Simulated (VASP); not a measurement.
Write the native input for VASP 6.6.1 that does the following.

| Quantity | Value |
| --- | --- |
| Task | single point |
| Functional | r2SCAN |
| Potentials or basis | VASP PAW PBE potentials, release 64 (Sb) |
| Cutoff | 520 eV |
| k mesh | 16 × 16 × 16 |
| Occupations | gaussian, width 0.15 eV |
| Spin | no spin polarisation |
| Dipole correction | no |
| Further INCAR settings | ALGO = Normal; EDIFF = 1e-06; NBANDS = 8 |

Sb:

```
CELL_PARAMETERS angstrom
3.64795 0.00000 0.00000
0.00000 3.64795 0.00000
0.00000 0.00000 2.37117
ATOMIC_POSITIONS crystal
Sb 0.00000 0.00000 0.00000
```

This cell differs from its parent crystal: ratio of the length along z to the lengths across it x 0.65, volume and fractional coordinates fixed.

One way to write it, as run:

POSCAR

```
Sb
1.0
    3.6479535275      0.0000000000      0.0000000000
    0.0000000000      3.6479535275      0.0000000000
    0.0000000000      0.0000000000      2.3711697929
Sb
1
Direct
    0.0000000000      0.0000000000      0.0000000000
```

INCAR.step1

```
SYSTEM = Sb
  PREC = Accurate
  ENCUT = 520
  ISMEAR = 0
  SIGMA = 0.15
  LREAL = .FALSE.
  LASPH = .TRUE.
  NELM = 80
  NBANDS = 8
  GGA = PE
  ALGO = Normal
  EDIFF = 1E-4
  LWAVE = .TRUE.
  LCHARG = .FALSE.
```

INCAR.step2

```
SYSTEM = Sb
  PREC = Accurate
  ENCUT = 520
  EDIFF = 1E-6
  ISMEAR = 0
  SIGMA = 0.15
  LREAL = .FALSE.
  LASPH = .TRUE.
  NELM = 80
  ALGO = Normal
  ISIF = 2
  LWAVE = .FALSE.
  LCHARG = .FALSE.
  METAGGA = R2SCAN
  LMIXTAU = .TRUE.
  NBANDS = 8
  ISTART = 1
```

KPOINTS

```
regular mesh
0
G
  16 16 16
  0 0 0
```

Potentials or basis: VASP PAW PBE potentials, release 64 (Sb).

Launch:

```bash
$ cat potpaw_PBE.64/Sb/POTCAR > POTCAR
$ cp INCAR.step1 INCAR
$ mpirun -np 1 vasp_std > vasp.out
$ cp INCAR.step2 INCAR
$ mpirun -np 1 vasp_std > vasp.out
```

Results of the run:

```
Pressure               : 24.2 GPa
Band gap on the k mesh : zero (an odd number of electrons rules out a gap without spin polarisation)
```

Caveat: the cell stands under pressure; the PAW data sets were made with another functional, which shifts forces and pressure a little; spin-orbit coupling is left out, which moves the levels of the heavy elements.

It took 6 min on 1 thread of Intel Xeon 8259CL, on a shared host, peak memory 0.22 GiB.
